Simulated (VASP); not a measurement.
Ti, 2 atoms in the cell. The structure is hexagonal, space group P6_3/mmc (No. 194). The conventional cell has a = 2.939 Å, b = 2.939 Å, c = 4.656 Å, α = 90.00°, β = 90.00°, γ = 120.00°. Within 3.8 Å of Ti (site symmetry -6m2) lie 12 Ti at 2.88 to 2.94 Å. 

| Property | Result |
| --- | --- |
| Program | VASP 6.6.1 |
| Task | single point |
| Functional | PBE |
| Potentials or basis | VASP PAW PBE potentials, release 64 (Ti_sv) |
| Cutoff | 520 eV |
| k mesh | 12 × 12 × 7 |
| Occupations | methfessel-paxton, width 0.03 eV |
| Spin | no spin polarisation |
| Dipole correction | no |
| Further INCAR settings | ALGO = Normal; EDIFF = 1e-06; NBANDS = 19 |

Potentials or basis: VASP PAW PBE potentials, release 64 (Ti_sv).

The run is started by

```sh
$ cat potpaw_PBE.64/Ti_sv/POTCAR > POTCAR
$ mpirun -np 1 vasp_std > vasp.out
```

Hardware: 1 thread of AMD EPYC 7R13 (shared host).

Q: How long does it take, and how much memory?

A: Run time: 87 s on 1 thread of AMD EPYC 7R13 (shared host), peak memory 0.15 GiB. Counts: scf iterations 14, k points 76.
